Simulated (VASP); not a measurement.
# Li2Se (Fm-3m) in VASP: a series of runs

The runs below take Li2Se through elastic constants, with PBEsol.

All numbers are computed with VASP 6.6.1; they aren't measurements. Logs are shortened: lines on timing, memory, paths and dates and some standing lists are left out, and cuts for length are marked.

## 1. The cell of the first run

It takes space group Fm-3m (No. 225, cubic). Conventional cell: a = 5.892 Å, b = 5.892 Å, c = 5.892 Å, α = 90.00°, β = 90.00°, γ = 90.00°. Within 3.4 Å of Li (site symmetry -43m) lie 4 Se at 2.55 Å and 6 Li at 2.95 Å. Within 3.4 Å of Se (site symmetry m-3m) lie 8 Li at 2.55 Å.

## 2. Elastic constants, PBEsol

INCAR

```
SYSTEM = Li2Se
ALGO = Normal
EDIFF = 1E-8
ENCUT = 750
GGA = PS
GGA_COMPAT = .FALSE.
IBRION = 6
ISIF = 3
ISMEAR = 0
LASPH = .TRUE.
LCHARG = .FALSE.
LREAL = .FALSE.
LWAVE = .FALSE.
NBANDS = 13
NELM = 120
NFREE = 2
NSW = 1
POTIM = 0.015
PREC = Accurate
SIGMA = 0.01
```

KPOINTS

```
k-points
0
G
  6 6 6
  0 0 0
```

POSCAR

```
Li2Se
1.0
    0.0000000000      2.9458459284      2.9458459284
    2.9458459284      0.0000000000      2.9458459284
    2.9458459284      2.9458459284      0.0000000000
Li Se
2 1
Direct
    0.2500000000      0.2500000000      0.2500000000
    0.7500000000      0.7500000000      0.7500000000
    0.0000000000      0.0000000000      0.0000000000
```

Potentials or basis: VASP PAW PBE potentials, release 64 (Li_sv, Se).

Command:

```console
cat potpaw_PBE.64/Li_sv/POTCAR potpaw_PBE.64/Se/POTCAR > POTCAR
mpirun -np 1 vasp_std > vasp.out
```

OUTCAR:

```text
SYSTEM = Li2Se
   EDIFF = 1E-8
   ENCUT = 750
   GGA = PS
   IBRION = 6
   ISIF = 3
   ISMEAR = 0
   LASPH = .TRUE.
   LREAL = .FALSE.
   NELM = 120
   NFREE = 2
   NSW = 1
   POTIM = 0.015
   PREC = Accurate

 ion  position               nearest neighbor table
   1  0.250  0.250  0.250-   3 2.55   3 2.55   3 2.55   3 2.55
   2  0.750  0.750  0.750-   3 2.55   3 2.55   3 2.55   3 2.55
   3  0.000  0.000  0.000-   2 2.55   2 2.55   2 2.55   1 2.55   1 2.55   1 2.55   2 2.55   1 2.55

  LATTYP: Found a face centered cubic cell.
 ALAT       =     5.8916918568

  Lattice vectors:

 A1 = (   0.0000000000,   2.9458459284,   2.9458459284)
 A2 = (   2.9458459284,   0.0000000000,   2.9458459284)
 A3 = (   2.9458459284,   2.9458459284,   0.0000000000)

Analysis of symmetry for initial positions (statically):
=====================================================================
 Subroutine PRICEL returns:
 Original cell was already a primitive cell.

 Routine SETGRP: Setting up the symmetry group for a
 face centered cubic supercell.

 Subroutine GETGRP returns: Found 48 space group operations
 (whereof 48 operations were pure point group operations)
 out of a pool of 48 trial point group operations.

The static configuration has the point symmetry O_h .

Analysis of symmetry for dynamics (positions and initial velocities):
=====================================================================
 Subroutine PRICEL returns:
 Original cell was already a primitive cell.

 Routine SETGRP: Setting up the symmetry group for a
 face centered cubic supercell.

 Subroutine GETGRP returns: Found 48 space group operations
 (whereof 48 operations were pure point group operations)
 out of a pool of 48 trial point group operations.

The dynamic configuration has the point symmetry O_h .

 Subroutine INISYM returns: Found 48 space group operations
[... 1115 lines left out ...]
      9       9.7297      0.00000
     10       9.9894      0.00000
     11      10.3773      0.00000
     12      10.6616      0.00000
     13      14.9667      0.00000

 [... further k-points ...]

------------------------ aborting loop because EDIFF is reached ----------------------------------------

  FORCE on cell =-STRESS in cart. coord.  units (eV):
  Direction    XX          YY          ZZ          XY          YZ          ZX
  --------------------------------------------------------------------------------------
  -------------------------------------------------------------------------------------
  Total        0.3264359      0.3277483      0.3277483      0.0000000      0.0000000      0.0000000
  in kB       10.2293574     10.2704861     10.2704861      0.0000000      0.0000000      0.0000000
  external PRESSURE =      10.2567765 kB  Pullay stress =       0.0000000 kB
[... 18 lines left out ...]
  FREE ENERGIE OF THE ION-ELECTRON SYSTEM (eV)
  ---------------------------------------------------
  free  energy   TOTEN  =       -11.5538688975 eV

  energy  without entropy=      -11.5538688975  energy(sigma->0) =      -11.55386890

 INTERNAL STRAIN TENSORS FROM STRAINED CELLS
 ============================================

 INTERNAL STRAIN TENSOR FOR ION    1 for displacements in x,y,z  (eV/Angst):
          X           Y           Z          XY          YZ          ZX
  --------------------------------------------------------------------------------
  x    -0.00000    -0.00000     0.00000    -0.00000    -1.70571     0.00000
  y     0.00000     0.00000     0.00000    -0.00000     0.00000    -1.70532
  z     0.00000    -0.00000     0.00000    -1.70558    -0.00000     0.00000

 INTERNAL STRAIN TENSORS FROM DISPLACED ATOMS
 ============================================

 INTERNAL STRAIN TENSOR FOR ION    1 for displacements in x,y,z  (eV/Angst):
          X           Y           Z          XY          YZ          ZX
  --------------------------------------------------------------------------------
  x     0.00000     0.00000     0.00000     0.00000    -1.70215     0.00000
  y    -0.00000    -0.00000    -0.00000     0.00000     0.00000    -1.70215
  z     0.00000     0.00000    -0.00000    -1.70215     0.00000     0.00000

 INTERNAL STRAIN TENSOR FOR ION    3 for displacements in x,y,z  (eV/Angst):
          X           Y           Z          XY          YZ          ZX
  --------------------------------------------------------------------------------
  x     0.00000     0.00000     0.00000     0.00000     0.00000     0.00000
  y     0.00000     0.00000     0.00000     0.00000     0.00000     0.00000
  z     0.00000     0.00000     0.00000     0.00000     0.00000     0.00000

 Eigenvectors and eigenvalues of the dynamical matrix
 ----------------------------------------------------

   1 f  =   10.878242 THz    68.350011 2PiTHz  362.859098 cm-1    44.988774 meV
             X         Y         Z           dx          dy          dz
      1.472923  1.472923  1.472923     0.000000   -0.000000    0.707107
      4.418769  4.418769  4.418769     0.000000   -0.000000   -0.707107
      0.000000  0.000000  0.000000    -0.000000    0.000000    0.000000
[... 43 lines left out ...]
   9 f/i=    0.001299 THz     0.008164 2PiTHz    0.043340 cm-1     0.005374 meV
             X         Y         Z           dx          dy          dz
      1.472923  1.472923  1.472923     0.031990   -0.106355    0.251216
      4.418769  4.418769  4.418769     0.031990   -0.106355    0.251216
      0.000000  0.000000  0.000000     0.107321   -0.356803    0.842784

--------------------------------------------------------------------------------------------------------

 ELASTIC MODULI CONTR FROM IONIC RELAXATION (kBar)
 Direction    XX          YY          ZZ          XY          YZ          ZX
 --------------------------------------------------------------------------------
 XX          -0.0000     -0.0000     -0.0000      0.0000      0.0000     -0.0000
 YY          -0.0000     -0.0000     -0.0000      0.0000      0.0000     -0.0000
 ZZ          -0.0000     -0.0000     -0.0000     -0.0000      0.0000     -0.0000
 XY           0.0000      0.0000     -0.0000    -53.4988     -0.0000      0.0000
 YZ           0.0000      0.0000      0.0000     -0.0000    -53.4988      0.0000
 ZX          -0.0000     -0.0000     -0.0000      0.0000      0.0000    -53.4988
 --------------------------------------------------------------------------------

 TOTAL ELASTIC MODULI (kBar)
 Direction    XX          YY          ZZ          XY          YZ          ZX
 --------------------------------------------------------------------------------
 XX         728.9258    216.2306    216.2306     -0.0000      0.0000      0.0000
 YY         216.2306    728.9258    216.2306     -0.0000     -0.0000      0.0000
 ZZ         216.2306    216.2306    728.9258      0.0000     -0.0000      0.0000
 XY          -0.0000     -0.0000      0.0000    305.2632     -0.0000      0.0000
 YZ           0.0000     -0.0000     -0.0000     -0.0000    305.2632      0.0000
 ZX           0.0000      0.0000      0.0000      0.0000      0.0000    305.2632
 --------------------------------------------------------------------------------
```

OSZICAR:

```text
N       E                     dE             d eps       ncg     rms          rms(c)
DAV:   1     0.522312406130E+02    0.52231E+02   -0.66214E+03   416   0.116E+03
DAV:   2    -0.388209406748E+01   -0.56113E+02   -0.53166E+02   501   0.223E+02
DAV:   3    -0.116410570247E+02   -0.77590E+01   -0.77088E+01   797   0.491E+01
DAV:   4    -0.117556782347E+02   -0.11462E+00   -0.11460E+00   514   0.921E+00
[... 192 lines left out ...]
DAV:   4    -0.115538684013E+02    0.84954E-05   -0.58236E-05  1003   0.464E-02    0.106E-02
DAV:   5    -0.115538689213E+02   -0.52004E-06   -0.33361E-06  1007   0.142E-02    0.343E-03
DAV:   6    -0.115538688880E+02    0.33283E-07   -0.27805E-07  1165   0.312E-03    0.161E-03
DAV:   7    -0.115538688975E+02   -0.94757E-08   -0.59013E-08  1056   0.145E-03
  17 F= -.11553869E+02 E0= -.11553869E+02  d E =-.195783-127
```

It took 5.3 min on 1 thread of Intel Xeon 6975P-C (Granite Rapids), shared host; peak memory 0.36 GiB.

Results:

- Elastic constants C11, C12, C44: 73, 22, 31 GPa
- Voigt bulk modulus: 39 GPa
- Highest phonon frequency at Γ, LO-TO splitting left out: 363 cm⁻¹

Phonon frequencies in cm⁻¹ (negative: imaginary):
| q point | frequencies |
| --- | --- |
| (0.000, 0.000, 0.000) | 0 0 0 301 301 301 363 363 363 |

Elastic tensor in Voigt notation (GPa, in the Cartesian axes of the cell as first typed):
```
73 22 22  0  0  0
22 73 22  0  0  0
22 22 73  0  0  0
 0  0  0 31  0  0
 0  0  0  0 31  0
 0  0  0  0  0 31
```

Clamped-ion elastic tensor (GPa):
```
73 22 22  0  0  0
22 73 22  0  0  0
22 22 73  0  0  0
 0  0  0 36  0  0
 0  0  0  0 36  0
 0  0  0  0  0 36
```

Caveat: the cell is under stress, which shifts elastic constants; the PAW data sets were made with another functional, which shifts forces and pressure a little.

## 3. Elastic constants, PBEsol

This run uses another cell than the first one, of 17.51 Å³/atom.

INCAR

```
SYSTEM = Li2Se
  ALGO = Normal
  EDIFF = 1E-8
  ENCUT = 750
  GGA = PS
  GGA_COMPAT = .FALSE.
  IBRION = 6
  ISIF = 3
  ISMEAR = 0
  LASPH = .TRUE.
  LCHARG = .FALSE.
  LREAL = .FALSE.
  LWAVE = .FALSE.
  NELM = 120
  NFREE = 2
  NSW = 1
  POTIM = 0.015
  PREC = Accurate
  SIGMA = 0.01
```

KPOINTS is that of step 2.

POSCAR

```
Li2Se
1.0
    0.0000000000      2.9723716869      2.9723716869
    2.9723716869      0.0000000000      2.9723716869
    2.9723716869      2.9723716869      0.0000000000
Li Se
2 1
Direct
    0.2500000000      0.2500000000      0.2500000000
    0.7500000000      0.7500000000      0.7500000000
    0.0000000000      0.0000000000      0.0000000000
```

Potentials or basis: VASP PAW PBE potentials, release 64 (Li_sv, Se).

Command:

```console
cat potpaw_PBE.64/Li_sv/POTCAR potpaw_PBE.64/Se/POTCAR > POTCAR
mpirun -np 1 vasp_std > vasp.out
```

OUTCAR:

```text
SYSTEM = Li2Se
   EDIFF = 1E-8
   ENCUT = 750
   GGA = PS
   IBRION = 6
   ISIF = 3
   ISMEAR = 0
   LASPH = .TRUE.
   LREAL = .FALSE.
   NELM = 120
   NFREE = 2
   NSW = 1
   POTIM = 0.015
   PREC = Accurate

 ion  position               nearest neighbor table
   1  0.250  0.250  0.250-   3 2.57   3 2.57   3 2.57   3 2.57
[... 765 lines left out ...]
      4.458558  4.458558  4.458558     0.195197   -0.525781   -0.430642
      0.000000  0.000000  0.000000    -0.000000   -0.000000    0.000000
[... 43 lines left out ...]
   9 f/i=    0.000035 THz     0.000217 2PiTHz    0.001152 cm-1     0.000143 meV
             X         Y         Z           dx          dy          dz
      1.486186  1.486186  1.486186    -0.274553    0.001035    0.003267
      4.458558  4.458558  4.458558    -0.274553    0.001035    0.003267
      0.000000  0.000000  0.000000    -0.921458    0.003474    0.010964

--------------------------------------------------------------------------------------------------------

 ELASTIC MODULI CONTR FROM IONIC RELAXATION (kBar)
 Direction    XX          YY          ZZ          XY          YZ          ZX
 --------------------------------------------------------------------------------
 XX          -0.0000     -0.0000     -0.0000     -0.0000     -0.0000     -0.0000
 YY          -0.0000     -0.0000     -0.0000     -0.0000     -0.0000     -0.0000
 ZZ          -0.0000     -0.0000     -0.0000     -0.0000     -0.0000     -0.0000
 XY          -0.0000     -0.0000     -0.0000    -38.5639     -0.0000     -0.0000
 YZ          -0.0000     -0.0000     -0.0000     -0.0000    -38.5639     -0.0000
 ZX          -0.0000     -0.0000     -0.0000     -0.0000     -0.0000    -38.5639
 --------------------------------------------------------------------------------

 TOTAL ELASTIC MODULI (kBar)
 Direction    XX          YY          ZZ          XY          YZ          ZX
 --------------------------------------------------------------------------------
 XX         694.8886    190.2588    190.2588      0.0000     -0.0000      0.0000
 YY         190.2588    694.8886    190.2588     -0.0000      0.0000      0.0000
 ZZ         190.2588    190.2588    694.8886      0.0000     -0.0000     -0.0000
 XY           0.0000     -0.0000      0.0000    289.1141     -0.0000     -0.0000
 YZ          -0.0000      0.0000     -0.0000     -0.0000    289.1141     -0.0000
 ZX           0.0000      0.0000     -0.0000     -0.0000     -0.0000    289.1141
 --------------------------------------------------------------------------------
```

It took 4.5 min on 1 thread of Intel Xeon 6975P-C (Granite Rapids), shared host; peak memory 0.31 GiB.

What came out:

- Elastic constants C11, C12, C44: 69, 19, 29 GPa
- Voigt bulk modulus: 36 GPa
- Highest phonon frequency at Γ, LO-TO splitting left out: 351 cm⁻¹

Phonon frequencies in cm⁻¹ (negative: imaginary):
| q point | frequencies |
| --- | --- |
| (0.000, 0.000, 0.000) | 0 0 0 287 287 287 351 351 351 |

Elastic tensor in Voigt notation (GPa, in the Cartesian axes of the cell as first typed):
```
69 19 19  0  0  0
19 69 19  0  0  0
19 19 69  0  0  0
 0  0  0 29  0  0
 0  0  0  0 29  0
 0  0  0  0  0 29
```

Clamped-ion elastic tensor (GPa):
```
69 19 19  0  0  0
19 69 19  0  0  0
19 19 69  0  0  0
 0  0  0 33  0  0
 0  0  0  0 33  0
 0  0  0  0  0 33
```

Caveat: the PAW data sets were made with another functional, which shifts forces and pressure a little.
